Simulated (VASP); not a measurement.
Set up this calculation in VASP 6.6.1, as the native input.

- Task: single point
- Functional: PBE
- Potentials or basis: VASP PAW PBE potentials, release 64 (K_sv, Zn, I)
- Cutoff: 520 eV
- k mesh: 4 × 4 × 4
- Occupations: fermi-dirac, width 0.02 eV
- Spin: no spin polarisation
- Dipole correction: no
- Further INCAR settings: ALGO = Normal; EDIFF = 1e-06; NBANDS = 29

The structure of KZnI3 lies in POSCAR:

```
KZnI3
1.0
    5.8086035046      0.0000000000      0.0000000000
    0.0000000000      5.8086035046      0.0000000000
    0.0000000000      0.0000000000      5.8086035046
K Zn I
1 1 3
Direct
    0.0000000000      0.0000000000      0.0000000000
    0.5000000000      0.5000000000      0.5000000000
    0.5000000000      0.5000000000      0.0000000000
    0.5000000000      0.0000000000      0.5000000000
    0.0000000000      0.5000000000      0.5000000000
```

This cell differs from its parent crystal: volume changed by +3%.

The input as run:

INCAR

```
ALGO = Normal
EDIFF = 1E-6
ENCUT = 520
GGA = PE
ISIF = 2
ISMEAR = -1
LASPH = T
LCHARG = F
LREAL = F
LWAVE = F
NBANDS = 29
NELM = 80
PREC = Accurate
SIGMA = 0.02
```

KPOINTS

```
k-points
0
Gamma
  4 4 4
```

Potentials or basis: VASP PAW PBE potentials, release 64 (K_sv, Zn, I).

Launch:

```console
$ cat potpaw_PBE.64/K_sv/POTCAR potpaw_PBE.64/Zn/POTCAR potpaw_PBE.64/I/POTCAR > POTCAR
$ mpirun -np 1 vasp_std > vasp.out
```

It gave:

```json
{
 "Pressure": "-0.5 GPa",
 "Band gap on the k mesh": "zero (band 21 reaches 1.26 eV, above the bottom of band 22 at 0.76 eV)"
}
```

Caveat: spin-orbit coupling is left out, which moves the levels of the heavy elements.

It took 29 s on 1 thread of Intel(R) Xeon(R) 6975P-C (Granite Rapids), on a shared host, peak memory 0.34 GiB.
